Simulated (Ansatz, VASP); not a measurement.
# Two plane-wave programs on TiClF

```xyz
3
Lattice="3.6735 0.0000 0.0000 -1.8367 3.1813 0.0000 0.0000 0.0000 4.1040" Properties=species:S:1:pos:R:3 pbc="T T T"
Ti    0.0000    2.1209    2.0520
Cl    0.0000    0.0000    0.0000
F     1.8367    1.0604    2.0520
```

Change from the starting cell: species swapped into the SrSiNi type (P-6m2, No. 187).

Alike in both runs: functional PBE; k mesh 12 × 12 × 12; occupations gaussian, width 0.1 eV; collinear spin.

Ansatz relaxed the structure, and its values are those at the end. VASP's run is a single point on that final structure, the one shown.

|  | VASP | Ansatz |
| --- | --- | --- |
| version | VASP 6.6.1 | Ansatz 0.2.0 |
| potentials or method | VASP PAW PBE potentials, release 64 (Ti_sv, Cl, F), cutoff 520 eV | scalar-relativistic, plane waves, PAW |
| valence electrons in the cell | 26 | 26 |

|  | VASP | Ansatz | Ansatz less VASP |
| --- | --- | --- | --- |
| gap on the k mesh at the Fermi level (eV) | none | none | - |
| pressure (GPa) | 0.1 | 0.0 | -0.08 |
| net moment per atom (μB) | 0.67 | 0.67 | 0.000 |
| size of the moment on the site where the two differ most (μB) | 1.67 | 1.36 | -0.303 |

Site moments also hang on the region over which each program counts them. A gap of «none» marks a metal or a gap that the smearing closes. With one functional, cell and mesh, what is left measures potentials, basis and numerics.
